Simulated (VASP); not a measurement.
# Al16Si in VASP: relaxation of the atoms with PBE

Aim: the relaxation of the atoms of Al16Si with PBE.

Program: VASP 6.6.1. These are calculated values, not measurements. Logs are shortened: lines on timing, memory, paths and dates and some standing lists are left out, and cuts for length are marked.

## Step 1: The cell of the first run

The cell holds a slab with vacuum, 17 atoms: a = 8.100 Å, b = 5.728 Å, c = 17.296 Å, α = 90.00°, β = 90.00°, γ = 90.00°.

## Step 2: Relaxation of the atoms, PBE

Input file INCAR:

```
SYSTEM = Al16Si
  PREC = Accurate
  ENCUT = 520
  EDIFF = 1E-6
  ISMEAR = -1
  SIGMA = 0.15
  LREAL = Auto
  LASPH = .TRUE.
  NELM = 60
  ALGO = Normal
  ISIF = 2
  LWAVE = .FALSE.
  LCHARG = .FALSE.
  GGA = PE
  IBRION = 2
  NSW = 80
  EDIFFG = -0.03
```

Input file KPOINTS:

```
Automatic mesh
0
G
  2 3 1
  0 0 0
```

Input file POSCAR:

```
Al16Si
1.0
    8.1000000000      0.0000000000      0.0000000000
    0.0000000000      5.7275650000      0.0000000000
    0.0000000000      0.0000000000     17.2956740000
Al Si
16 1
Selective dynamics
Direct
    0.2500000000      0.2500000000      0.0578179000  F F F
    0.7500000000      0.2500000000      0.0578179000  F F F
    0.2500000000      0.7500000000      0.0578179000  F F F
    0.7500000000      0.7500000000      0.0578179000  F F F
    0.0000000000      0.0000000000      0.1406069000  T T T
    0.5000000000      0.0000000000      0.1406069000  T T T
    0.0000000000      0.5000000000      0.1406069000  T T T
    0.5000000000      0.5000000000      0.1406069000  T T T
    0.2500000000      0.2500000000      0.2233959000  T T T
    0.7500000000      0.2500000000      0.2233959000  T T T
    0.2500000000      0.7500000000      0.2233959000  T T T
    0.7500000000      0.7500000000      0.2233959000  T T T
    0.0000000000      0.0000000000      0.3061849000  T T T
    0.5000000000      0.0000000000      0.3061849000  T T T
    0.0000000000      0.5000000000      0.3061849000  T T T
    0.5000000000      0.5000000000      0.3061849000  T T T
    0.1730997000      0.8066311000      0.3975372000  T T T
```

Potentials or basis: VASP PAW PBE potentials, release 64 (Al, Si).

The run is started by

```bash
cat potpaw_PBE.64/Al/POTCAR potpaw_PBE.64/Si/POTCAR > POTCAR
mpirun -np 1 vasp_std > vasp.out
```

OUTCAR:

```text
SYSTEM = Al16Si
   PREC = Accurate
   ENCUT = 520
   EDIFF = 1E-6
   ISMEAR = -1
   LREAL = Auto
   LASPH = .TRUE.
   NELM = 60
   ISIF = 2
   GGA = PE
   IBRION = 2
   NSW = 80
   EDIFFG = -0.03

 ion  position               nearest neighbor table
   1  0.250  0.250  0.058-   3 2.86   3 2.86   6 2.86   7 2.86   8 2.86   5 2.86   9 2.86
   2  0.750  0.250  0.058-   4 2.86   4 2.86   6 2.86   7 2.86   8 2.86   5 2.86  10 2.86
   3  0.250  0.750  0.058-   1 2.86   1 2.86   6 2.86   7 2.86   8 2.86   5 2.86  11 2.86
   4  0.750  0.750  0.058-   2 2.86   2 2.86   6 2.86   7 2.86   8 2.86   5 2.86  12 2.86
   5  0.000  0.000  0.141-   7 2.86   7 2.86   3 2.86   4 2.86   1 2.86   9 2.86  10 2.86  11 2.86
                            12 2.86   2 2.86  13 2.86
   6  0.500  0.000  0.141-   8 2.86   8 2.86   3 2.86   4 2.86   1 2.86   9 2.86  10 2.86  11 2.86
                            12 2.86   2 2.86  14 2.86
   7  0.000  0.500  0.141-   5 2.86   5 2.86   3 2.86   4 2.86   1 2.86   9 2.86  10 2.86  11 2.86
                            12 2.86   2 2.86  15 2.86
   8  0.500  0.500  0.141-   6 2.86   6 2.86   3 2.86   4 2.86   1 2.86   9 2.86  10 2.86  11 2.86
                            12 2.86   2 2.86  16 2.86
   9  0.250  0.250  0.223-  11 2.86  11 2.86   7 2.86   8 2.86   5 2.86  13 2.86  14 2.86  15 2.86
                            16 2.86   6 2.86   1 2.86
  10  0.750  0.250  0.223-  12 2.86  12 2.86   7 2.86   8 2.86   5 2.86  13 2.86  14 2.86  15 2.86
                            16 2.86   6 2.86   2 2.86
  11  0.250  0.750  0.223-   9 2.86   9 2.86   7 2.86   8 2.86   5 2.86  13 2.86  14 2.86  15 2.86
                            16 2.86   6 2.86   3 2.86  17 3.09
  12  0.750  0.750  0.223-  10 2.86  10 2.86   7 2.86   8 2.86   5 2.86  13 2.86  14 2.86  15 2.86
                            16 2.86   6 2.86   4 2.86
  13  0.000  0.000  0.306-  17 2.39  15 2.86  15 2.86  12 2.86   9 2.86  10 2.86  11 2.86   5 2.86

  14  0.500  0.000  0.306-  16 2.86  16 2.86  11 2.86  12 2.86   9 2.86  10 2.86   6 2.86
  15  0.000  0.500  0.306-  17 2.75  13 2.86  13 2.86  12 2.86   9 2.86  10 2.86  11 2.86   7 2.86

  16  0.500  0.500  0.306-  14 2.86  14 2.86  11 2.86  12 2.86   9 2.86  10 2.86   8 2.86
  17  0.173  0.807  0.398-  13 2.39  15 2.75  11 3.09

  LATTYP: Found a simple orthorhombic cell.
 ALAT       =     5.7275650000
 B/A-ratio  =     1.4142135445
 C/A-ratio  =     3.0197254854

  Lattice vectors:

 A1 = (   0.0000000000,  -5.7275650000,   0.0000000000)
 A2 = (   8.1000000000,   0.0000000000,   0.0000000000)
 A3 = (   0.0000000000,   0.0000000000,  17.2956740000)

Analysis of symmetry for initial positions (statically):
=====================================================================
 Subroutine PRICEL returns:
 Original cell was already a primitive cell.

 Routine SETGRP: Setting up the symmetry group for a
 simple orthorhombic supercell.

 Subroutine GETGRP returns: Found  1 space group operations
 (whereof  1 operations were pure point group operations)
 out of a pool of  8 trial point group operations.

The static configuration has the point symmetry C_1 .

Analysis of symmetry for dynamics (positions and initial velocities):
=====================================================================
 Subroutine PRICEL returns:
 Original cell was already a primitive cell.

 Routine SETGRP: Setting up the symmetry group for a
 simple orthorhombic supercell.

 Subroutine GETGRP returns: Found  1 space group operations
 (whereof  1 operations were pure point group operations)
 out of a pool of  8 trial point group operations.

The dynamic configuration has the point symmetry C_1 .

Analysis of constrained symmetry for selective dynamics:
=====================================================================
 Subroutine PRICEL returns:
 Original cell was already a primitive cell.

 Routine SETGRP: Setting up the symmetry group for a
 simple orthorhombic supercell.

 Subroutine GETGRP returns: Found  1 space group operations
 (whereof  1 operations were pure point group operations)
 out of a pool of  8 trial point group operations.

The constrained configuration has the point symmetry C_1 .

 Subroutine INISYM returns: Found  1 space group operations
 (whereof  1 operations are pure point group operations),
 and found     1 'primitive' translations

----------------------------------------------------------------------------------------

                                     Primitive cell

  volume of cell :     802.4030

[... 33 lines left out ...]
                 5           5
                 6           6
[... 9 lines left out ...]
                16          16
                17          17

----------------------------------------------------------------------------------------

 KPOINTS: Automatic mesh

Automatic generation of k-mesh.
 Grid dimensions read from file:
 generate k-points for:    2    3    1

 Generating k-lattice:

  Cartesian coordinates                     Fractional coordinates (reciprocal lattice)
     0.061728395  0.000000000  0.000000000     0.500000000  0.000000000  0.000000000
     0.000000000  0.058198088  0.000000000     0.000000000  0.333333333  0.000000000
     0.000000000  0.000000000  0.057817926     0.000000000  0.000000000  1.000000000

  Length of vectors
     0.061728395  0.058198088  0.057817926

  Shift w.r.t. Gamma in fractional coordinates (k-lattice)
     0.000000000  0.000000000  0.000000000

 Subroutine IBZKPT returns following result:
 ===========================================

 Found      4 irreducible k-points:

 Following reciprocal coordinates:
            Coordinates               Weight
  0.000000  0.000000  0.000000      1.000000
  0.500000  0.000000  0.000000      1.000000
  0.000000  0.333333  0.000000      2.000000
  0.500000  0.333333  0.000000      2.000000
   k-points           NKPTS =      4   k-points in BZ     NKDIM =      4   number of bands    NBANDS=     35
   number of dos      NEDOS =    301   number of ions     NIONS =     17
   total plane-waves  NPLWV = 403200
   dimension x,y,z NGX =    60 NGY =   48 NGZ =  140
   dimension x,y,z NGXF=   120 NGYF=   96 NGZF=  280
   ions per type =              16   1
   NGX,Y,Z   is equivalent  to a cutoff of  12.31, 13.93, 13.46 a.u.
   NGXF,Y,Z  is equivalent  to a cutoff of  24.63, 27.86, 26.91 a.u.
 SYSTEM =  Al16Si
   PREC   = accura    normal or accurate (medium, high low for compatibility)
   ISTART =      0    job   : 0-new  1-cont  2-samecut
   ICHARG =      2    charge: 1-file 2-atom 10-const
   ISPIN  =      1    spin polarized calculation?
   LNONCOLLINEAR =      F non collinear calculations
   LSORBIT =      F    spin-orbit coupling
   LASPH  =      T    aspherical Exc in radial PAW
   ENCUT  =  520.0 eV  38.22 Ry    6.18 a.u.  15.06 10.65 32.16*2*pi/ulx,y,z
   NELM   =     60;   NELMIN=  2; NELMDL= -5     # of ELM steps
   EDIFF  = 0.1E-05   stopping-criterion for ELM
   LREAL  =      T    real-space projection
   EDIFFG = -.3E-01   stopping-criterion for IOM
   NSW    =     80    number of steps for IOM
   IBRION =      2    ionic relax: 0-MD 1-quasi-New 2-CG
   NFREE  =      1    steps in history (QN), initial steepest desc. (CG)
   ISIF   =      2    stress and relaxation
   ISYM   =      2    0-nonsym 1-usesym 2-fastsym
   POTIM  = 0.5000    time-step for ionic-motion
   TEBEG  =    0.0;   TEEND  =   0.0 temperature during run
   PSTRESS=    0.0 pullay stress
   NELECT =      52.0000    total number of electrons
   NUPDOWN=      -1.0000    fix difference up-down
   EMIN   =  10.00;   EMAX   =-10.00  energy-range for DOS
   EFERMI =   0.00;   METHOD = LEGACY
   ISMEAR =    -1;   SIGMA  =   0.15  broadening in eV -4-tet -1-fermi 0-gaus
   EFERMI_NEDOS =   21; number of points for ismear=-14 and -15
   IALGO  =     38    algorithm
   IMIX   =      4    mixing-type and parameters
     AMIX     =   0.40;   BMIX     =  1.00
     AMIX_MAG =   1.60;   BMIX_MAG =  1.00
  volume/ion in A,a.u.               =      47.20       318.52
  Fermi-wavevector in a.u.,A,eV,Ry     =   0.657575  1.242636  5.883220  0.432404
  Thomas-Fermi vector in A             =   1.729125
   LORBIT       =      0    0 simple, 1 ext, 2 COOP (PROOUT), +10 PAW based schemes
   GGA     = PE    functional components
   LHFCALC =     F    Hartree Fock is set to
   AEXX    =    0.0000 exact exchange contribution
   IVDW    =     0    specifies the selected vdW correction
   LEPSILON=     F    determine dielectric tensor
   LRPA    =     F    only Hartree local field effects (RPA)
 conjugate gradient relaxation of ions
 non-spin polarized calculation
  energy-cutoff  :      520.00
  volume of cell :      802.40
 maximum number of plane-waves:     21632
   NGX = 31   NGY = 21   NGZ = 65

--------------------------------------- Ionic step        1  -------------------------------------------

 number of electron      51.9999999 magnetization

 Free energy of the ion-electron system (eV)
  ---------------------------------------------------
  ext. energy  EPLUGINS =         0.00000000
  ---------------------------------------------------
  free energy    TOTEN  =       -59.07144461 eV

  energy without entropy =      -58.41186251  energy(sigma->0) =      -58.74165356

------------------------ aborting loop because EDIFF is reached ----------------------------------------

  FORCE on cell =-STRESS in cart. coord.  units (eV):
  Direction    XX          YY          ZZ          XY          YZ          ZX
  --------------------------------------------------------------------------------------
  -------------------------------------------------------------------------------------
  Total       -3.6658719     -9.6387501     -8.0714849     -1.1630898     -1.6814852      0.4332399
  in kB       -7.3197346    -19.2459241    -16.1165280     -2.3223694     -3.3574619      0.8650606
  external PRESSURE =     -14.2273956 kB  Pullay stress =       0.0000000 kB
[... 134 lines left out ...]
  FREE ENERGIE OF THE ION-ELECTRON SYSTEM (eV)
  ---------------------------------------------------
  free  energy   TOTEN  =       -59.4237042756 eV

  energy  without entropy=      -58.8027299628  energy(sigma->0) =      -59.11321712

[... ionic steps 4 to 19 ...]

--------------------------------------- Ionic step       20  -------------------------------------------

 number of electron      52.0000000 magnetization

------------------------ aborting loop because EDIFF is reached ----------------------------------------
[... 97 lines left out ...]
--------------------------------------- Ionic step       22  -------------------------------------------

 number of electron      52.0000000 magnetization

 Free energy of the ion-electron system (eV)
  ---------------------------------------------------
  ext. energy  EPLUGINS =         0.00000000
  ---------------------------------------------------
  free energy    TOTEN  =       -60.07667164 eV

  energy without entropy =      -59.51234009  energy(sigma->0) =      -59.79450587

 E-fermi :   0.0438     XC(G=0):  -4.6681

 val. band max:        0.0214703225   @ k =   0.0000   0.0000   0.0000
 cond. band min:       0.0763203328   @ k =   0.0000   0.3333   0.0000
 fundamental gap:      0.0548500103
 Fermi energy:         0.0437863858

 k-point     1 :       0.0000    0.0000    0.0000
  band No.  band energies     occupation
      1     -10.3521      2.00000
      2      -8.7544      2.00000
      3      -7.9703      2.00000
      4      -7.8800      2.00000
      5      -6.6907      2.00000
      6      -5.8122      2.00000
[... 185 lines left out ...]
  FREE ENERGIE OF THE ION-ELECTRON SYSTEM (eV)
  ---------------------------------------------------
  free  energy   TOTEN  =       -60.0766716406 eV

  energy  without entropy=      -59.5123400932  energy(sigma->0) =      -59.79450587

 reached required accuracy - stopping structural energy minimisation
```

It took 68 min on 1 thread of Oxide Virtual Turin-like, shared host; peak memory 0.86 GiB.

Results:

* Free energy: -60.0767 eV
* Energy gained by relaxing: 59.1 meV/atom
* Ionic steps: 22
* Band gap on the k mesh: 0.02 eV (least direct gap 0.19 eV)

Step by step:
```tsv
step	energy change (eV)	largest force on free atoms (eV/Å)	pressure (GPa)
1	0.0000	1.2665	-1.42
2	-0.1542	1.2407	-1.44
3	-0.3523	1.2593	-1.30
4	-0.4842	0.9128	-1.16
5	-0.5499	0.8393	-0.92
6	-0.6721	0.7088	-0.87
7	-0.7428	0.8399	-0.72
8	-0.8579	0.4237	-0.76
9	-0.8815	0.4671	-0.76
10	-0.9489	0.2506	-0.68
11	-0.9578	0.2645	-0.63
12	-0.9806	0.1330	-0.58
13	-0.9837	0.1894	-0.56
14	-0.9920	0.0835	-0.55
15	-0.9921	0.0892	-0.55
16	-0.9974	0.0540	-0.52
17	-0.9983	0.0605	-0.50
18	-1.0009	0.0480	-0.48
19	-1.0018	0.0720	-0.45
20	-1.0035	0.0520	-0.44
21	-1.0038	0.0826	-0.43
22	-1.0052	0.0287	-0.40
```

Final structure:
```
Al Si
1.0
     8.10000    0.00000    0.00000
     0.00000    5.72757    0.00000
     0.00000    0.00000   17.29567
Al Si
16 1
Direct
  0.25000 0.25000 0.05782
  0.75000 0.25000 0.05782
  0.25000 0.75000 0.05782
  0.75000 0.75000 0.05782
  0.99729 0.00243 0.13271
  0.50013 0.00276 0.13303
  0.99711 0.49875 0.13262
  0.50038 0.49979 0.13305
  0.24711 0.25282 0.20927
  0.74636 0.25214 0.22285
  0.24653 0.75198 0.20857
  0.74702 0.75188 0.22461
  0.01152 0.01462 0.29357
  0.47995 0.01446 0.29397
  0.01185 0.49046 0.29365
  0.48029 0.49160 0.29399
  0.24521 0.75309 0.35507
```

Caveat: the smearing spreads over this small gap; there is no dipole correction, which matters where the two faces differ.

The gap in the log of VASP goes by the Fermi energy; the results here count the filled bands.